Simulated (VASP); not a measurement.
# Cl (Cmce) in VASP: single point with PBE

Aim: the single point of Cl with PBE.

Everything below comes from runs of VASP 6.6.1. Logs are shortened: lines on timing, memory, paths and dates and some standing lists are left out, and cuts for length are marked.

### 1 The cell of the first run

The structure is orthorhombic, space group Cmce (No. 64). The conventional cell has a = 6.240 Å, b = 4.480 Å, c = 8.260 Å, α = 90.00°, β = 90.00°, γ = 90.00°. Cl (site symmetry m) has 1 Cl at 2.02 Å within 2.7 Å.

### 2 Single point, PBE

Contents of INCAR:

```
SYSTEM = Cl
PREC = Accurate ; ENCUT = 520
EDIFF = 1E-6 ; ISMEAR = -1
SIGMA = 0.02 ; LREAL = .FALSE.
LASPH = .TRUE. ; NELM = 100
ALGO = Normal ; ISIF = 2
LWAVE = .FALSE. ; LCHARG = .FALSE.
GGA = PE ; NBANDS = 22
```

Contents of KPOINTS:

```
regular mesh
0
G
  8 8 4
  0 0 0
```

Contents of POSCAR:

```
Cl
1.0
    3.1200000000     -2.2400000000      0.0000000000
    3.1200000000      2.2400000000      0.0000000000
    0.0000000000      0.0000000000      8.2600000000
Cl
4
Direct
    0.1300000000      0.8700000000      0.1000000000
    0.6300000000      0.3700000000      0.4000000000
    0.8700000000      0.1300000000      0.9000000000
    0.3700000000      0.6300000000      0.6000000000
```

Potentials or basis: VASP PAW PBE potentials, release 64 (Cl).

Command:

```console
> cat potpaw_PBE.64/Cl/POTCAR > POTCAR
> mpirun -np 1 vasp_std > vasp.out
```

OUTCAR:

```text
SYSTEM = Cl
   PREC = Accurate
   ENCUT = 520
   EDIFF = 1E-6
   ISMEAR = -1
   LREAL = .FALSE.
   LASPH = .TRUE.
   NELM = 100
   ISIF = 2
   GGA = PE

 ion  position               nearest neighbor table
   1  0.130  0.870  0.100-   3 2.02
   2  0.630  0.370  0.400-   4 2.02
   3  0.870  0.130  0.900-   1 2.02
   4  0.370  0.630  0.600-   2 2.02

  LATTYP: Found a base centered orthorhombic cell.
 ALAT       =     4.4800000000
 B/A-ratio  =     1.3928571429
 C/A-ratio  =     1.8437500000

  Lattice vectors:

 A1 = (  -3.1200000000,  -2.2400000000,   0.0000000000)
 A2 = (   3.1200000000,  -2.2400000000,   0.0000000000)
 A3 = (   0.0000000000,   0.0000000000,   8.2600000000)

Analysis of symmetry for initial positions (statically):
=====================================================================
 Subroutine PRICEL returns:
 Original cell was already a primitive cell.

 Routine SETGRP: Setting up the symmetry group for a
 base centered orthorhombic supercell.

 Subroutine GETGRP returns: Found  8 space group operations
 (whereof  4 operations were pure point group operations)
 out of a pool of  8 trial point group operations.

The static configuration has the point symmetry C_2h.
 The point group associated with its full space group is D_2h.

Analysis of symmetry for dynamics (positions and initial velocities):
=====================================================================
 Subroutine PRICEL returns:
 Original cell was already a primitive cell.

 Routine SETGRP: Setting up the symmetry group for a
 base centered orthorhombic supercell.

 Subroutine GETGRP returns: Found  8 space group operations
 (whereof  4 operations were pure point group operations)
 out of a pool of  8 trial point group operations.

The dynamic configuration has the point symmetry C_2h.
 The point group associated with its full space group is D_2h.

 Subroutine INISYM returns: Found  8 space group operations
 (whereof  4 operations are pure point group operations),
 and found     1 'primitive' translations

----------------------------------------------------------------------------------------

                                     Primitive cell

  volume of cell :     115.4550

  direct lattice vectors                    reciprocal lattice vectors
[... 83 lines left out ...]
   ISTART =      0    job   : 0-new  1-cont  2-samecut
   ICHARG =      2    charge: 1-file 2-atom 10-const
   ISPIN  =      1    spin polarized calculation?
   LNONCOLLINEAR =      F non collinear calculations
   LSORBIT =      F    spin-orbit coupling
   LASPH  =      T    aspherical Exc in radial PAW
   ENCUT  =  520.0 eV  38.22 Ry    6.18 a.u.   7.14  7.14 15.36*2*pi/ulx,y,z
   NELM   =    100;   NELMIN=  2; NELMDL= -5     # of ELM steps
   EDIFF  = 0.1E-05   stopping-criterion for ELM
   LREAL  =      F    real-space projection
   EDIFFG = 0.1E-04   stopping-criterion for IOM
   NSW    =      0    number of steps for IOM
   IBRION =     -1    ionic relax: 0-MD 1-quasi-New 2-CG
   NFREE  =      0    steps in history (QN), initial steepest desc. (CG)
   ISIF   =      2    stress and relaxation
   ISYM   =      2    0-nonsym 1-usesym 2-fastsym
   POTIM  = 0.5000    time-step for ionic-motion
   TEBEG  =    0.0;   TEEND  =   0.0 temperature during run
   PSTRESS=    0.0 pullay stress
   NELECT =      28.0000    total number of electrons
   NUPDOWN=      -1.0000    fix difference up-down
   EMIN   =  10.00;   EMAX   =-10.00  energy-range for DOS
   EFERMI =   0.00;   METHOD = LEGACY
   ISMEAR =    -1;   SIGMA  =   0.02  broadening in eV -4-tet -1-fermi 0-gaus
   EFERMI_NEDOS =   21; number of points for ismear=-14 and -15
   IALGO  =     38    algorithm
   IMIX   =      4    mixing-type and parameters
     AMIX     =   0.40;   BMIX     =  1.00
     AMIX_MAG =   1.60;   BMIX_MAG =  1.00
  volume/ion in A,a.u.               =      28.86       194.78
  Fermi-wavevector in a.u.,A,eV,Ry     =   1.020916  1.929251 14.180934  1.042269
  Thomas-Fermi vector in A             =   2.154512
   LORBIT       =      0    0 simple, 1 ext, 2 COOP (PROOUT), +10 PAW based schemes
   GGA     = PE    functional components
   LHFCALC =     F    Hartree Fock is set to
   AEXX    =    0.0000 exact exchange contribution
   IVDW    =     0    specifies the selected vdW correction
   LEPSILON=     F    determine dielectric tensor
   LRPA    =     F    only Hartree local field effects (RPA)
 non-spin polarized calculation
  energy-cutoff  :      520.00
  volume of cell :      115.45
 maximum number of plane-waves:      3142
 NGX is ok and might be reduce to    30
   NGX = 15   NGY = 15   NGZ = 31

 number of electron      27.9999998 magnetization

 Free energy of the ion-electron system (eV)
  ---------------------------------------------------
  ext. energy  EPLUGINS =         0.00000000
  ---------------------------------------------------
  free energy    TOTEN  =        -7.30283225 eV

  energy without entropy =       -7.30283225  energy(sigma->0) =       -7.30283225

 E-fermi :  -0.1080     XC(G=0):  -7.7685

 val. band max:       -0.5847848402   @ k =   0.5000   0.0000   0.5000
 cond. band min:       1.9030042582   @ k =   0.1250   0.0000   0.0000
 fundamental gap:      2.4877890984
 Fermi energy:        -0.1080237359

 k-point     1 :       0.0000    0.0000    0.0000
  band No.  band energies     occupation
      1     -17.1331      2.00000
      2     -16.9311      2.00000
      3     -13.2002      2.00000
      4     -12.6632      2.00000
      5      -5.8577      2.00000
      6      -5.0446      2.00000
[... 589 lines left out ...]
     21       9.7641      0.00000
     22      10.1576      0.00000

 [... further k-points ...]
[... 5 lines left out ...]
  --------------------------------------------------------------------------------------
  -------------------------------------------------------------------------------------
  Total        0.9430576     -0.0266540     -0.5772326      0.0000000     -0.0000000      0.0000000
  in kB       13.0868809     -0.3698799     -8.0102994      0.0000000     -0.0000000      0.0000000
  external PRESSURE =       1.5689006 kB  Pullay stress =       0.0000000 kB

 VOLUME and BASIS-vectors are now :
 -----------------------------------------------------------------------------
  energy-cutoff  :      520.00
  volume of cell :      115.45
      direct lattice vectors                 reciprocal lattice vectors
     3.120000000 -2.240000000  0.000000000     0.160256410 -0.223214286  0.000000000
     3.120000000  2.240000000  0.000000000     0.160256410  0.223214286  0.000000000
     0.000000000  0.000000000  8.260000000     0.000000000  0.000000000  0.121065375

 POSITION                                       TOTAL-FORCE (eV/Angst)
 -----------------------------------------------------------------------------------
      3.12000      1.65760      0.82600         0.000000      0.212983     -0.137237
      3.12000     -0.58240      3.30400         0.000000      0.212983      0.137237
      3.12000     -1.65760      7.43400         0.000000     -0.212983      0.137237
      3.12000      0.58240      4.95600         0.000000     -0.212983     -0.137237
 -----------------------------------------------------------------------------------
    total drift:                                0.000000     -0.000000      0.000000

  FREE ENERGIE OF THE ION-ELECTRON SYSTEM (eV)
  ---------------------------------------------------
  free  energy   TOTEN  =        -7.3028322510 eV

  energy  without entropy=       -7.3028322510  energy(sigma->0) =       -7.30283225
```

stdout:

```text
POSCAR found type information on POSCAR Cl
 POSCAR found :  1 types and       4 ions
 scaLAPACK will be used
 LDA part: xc-table for (Slater+PW92), standard interpolation
 POSCAR, INCAR and KPOINTS ok, starting setup
 FFT: planning ... GRIDC
 FFT: planning ... GRID_SOFT
 FFT: planning ... GRID
 WAVECAR not read
 entering main loop
```

Wall time 92 s (1 thread of AMD EPYC 9R45 (Zen 5), shared host); peak memory 0.23 GiB.

Results:

```
Free energy            : -7.3028 eV
Pressure               : 0.2 GPa
Largest force          : 0.253 eV/Å
Band gap on the k mesh : 2.49 eV, indirect (least direct gap 2.53 eV)
```

Forces in eV/Å, atoms in the order of the input:
```
Cl   0.000  0.213 -0.137
Cl   0.000  0.213  0.137
Cl   0.000 -0.213  0.137
Cl   0.000 -0.213 -0.137
```

Stress tensor (GPa, compression positive):
```
 1.31  0.00  0.00
 0.00 -0.04  0.00
 0.00  0.00 -0.80
```
